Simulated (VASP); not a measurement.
Runs of VASP 6.6.1 on ZnRe. The structure is hexagonal, space group P-6m2 (No. 187). Conventional cell: a = 2.748 Å, b = 2.748 Å, c = 4.494 Å, α = 90.00°, β = 90.00°, γ = 120.00°. Zn (site symmetry -6m2) has 6 Zn at 2.75 Å and 6 Re at 2.75 Å within 3.6 Å. Re (site symmetry -6m2) has 6 Re at 2.75 Å and 6 Zn at 2.75 Å within 3.6 Å. 

| level | potentials or basis | cutoff (eV) | second run | gap on the mesh (eV) | pressure (GPa) |
| --- | --- | --- | --- | --- | --- |
| PBEsol | VASP PAW PBE potentials, release 64 (Zn, Re) | 520 | - | none | (a) |
| RPBE | VASP PAW PBE potentials, release 64 (Zn, Re) | 520 | - | none | 2.3 |
| BLYP | VASP PAW PBE potentials, release 64 (Zn, Re) | 520 | - | none | 9.3 |
| PBEsol | VASP PAW PBE potentials, release 64 (Zn, Re_sv_GW) | 500 | valence_matched | none | -10.0 |

Alike in all rows: task single point; no spin polarisation; cell as given; k mesh 14 × 14 × 8; smearing fermi-dirac 0.1 eV.

**Question.** Fill in the values left out.

**Answer.** (a) -9.0.

Caveats: the PAW data sets were made with another functional, which shifts forces and pressure a little; spin-orbit coupling is left out, which moves the levels of the heavy elements.

A k mesh can miss the band edges, and the runs leave out spin-orbit coupling on Re.

A gap of «none» marks levels without a gap at the run's occupations.

The runs don't all hold the same shells in valence.
